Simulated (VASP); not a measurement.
Os:

```
CELL_PARAMETERS angstrom
0.00000 1.91000 1.91000
1.91000 0.00000 1.91000
1.91000 1.91000 0.00000
ATOMIC_POSITIONS crystal
Os 0.00000 0.00000 0.00000
```

This isn't the form of Os at room conditions, which is hcp.

```yaml
Program: VASP 6.6.1
Task: relaxation of cell and atoms
Functional: LDA
Potentials_or_basis: VASP PAW LDA potentials, release 64 (Os)
Cutoff: 600 eV
k_mesh: 8 × 8 × 8
Occupations: methfessel-paxton, width 0.05 eV
Spin: no spin polarisation
```

At the start: pressure -5.0 GPa; volume 13.94 Å³/atom.

Task: How do energy, volume and symmetry change on relaxing?

Result: Over 3 steps the energy falls by 2.6 meV/atom and the volume is 13.78 Å³/atom (-1.1 %); space group Fm-3m (No. 225, to 0.1 Å) before and after.

Step by step:
```
step  energy change (eV)  largest force (eV/Å)  pressure (GPa)  volume (Å³)
   1              0.0000                0.0000           -5.03        13.94
   2              0.0524                0.0000           26.45        13.07
   3             -0.0026                0.0000           -0.11        13.78
```

Final structure:
```yaml
crystal:
  lattice:
    - [0.00000, 1.90274, 1.90274]
    - [1.90274, 0.00000, 1.90274]
    - [1.90274, 1.90274, 0.00000]
  atoms:
    - { symbol: Os, position: [0.00000, 0.00000, 0.00000] }
```
